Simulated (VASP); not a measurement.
Write the native input for VASP 6.6.1 that does the following.

* Task: single point
* Functional: PBE
* Potentials or basis: VASP PAW PBE potentials, release 64 (Mg, O)
* Cutoff: 520 eV
* k mesh: 6 × 6 × 4
* Occupations: gaussian, width 0.1 eV
* Spin: no spin polarisation
* Dipole correction: no
* Further INCAR settings: ALGO = Normal; EDIFF = 1e-06; NBANDS = 16

The structure of MgO lies in POSCAR:

```
MgO
1.0
    3.4863779600      0.0000000000      0.0000000000
   -1.7431889800      3.0192918800      0.0000000000
    0.0000000000      0.0000000000      4.1780414600
Mg O
2 2
Direct
    0.6666666700      0.3333333300      0.7500000000
    0.3333333300      0.6666666700      0.2500000000
    0.6666666700      0.3333333300      0.2500000000
    0.3333333300      0.6666666700      0.7500000000
```

One way to write it, as run:

INCAR

```
PREC = Accurate ; ENCUT = 520
EDIFF = 1E-6 ; ISMEAR = 0
SIGMA = 0.1 ; LREAL = F
LASPH = T ; NELM = 80
ALGO = Normal ; ISIF = 2
LWAVE = F ; LCHARG = F
GGA = PE ; NBANDS = 16
```

KPOINTS

```
Automatic mesh
0
Gamma
  6 6 4
```

Potentials or basis: VASP PAW PBE potentials, release 64 (Mg, O).

Run with:

```bash
$ cat potpaw_PBE.64/Mg/POTCAR potpaw_PBE.64/O/POTCAR > POTCAR
$ mpirun -np 1 vasp_std > vasp.out
```

It gave:

The pressure is 4.1 GPa and the band gap on the k mesh is 3.44 eV, direct.

Run time: 7.5 s on 1 thread of Intel(R) Xeon(R) 6975P-C (Granite Rapids), on a shared host, peak memory 0.16 GiB.
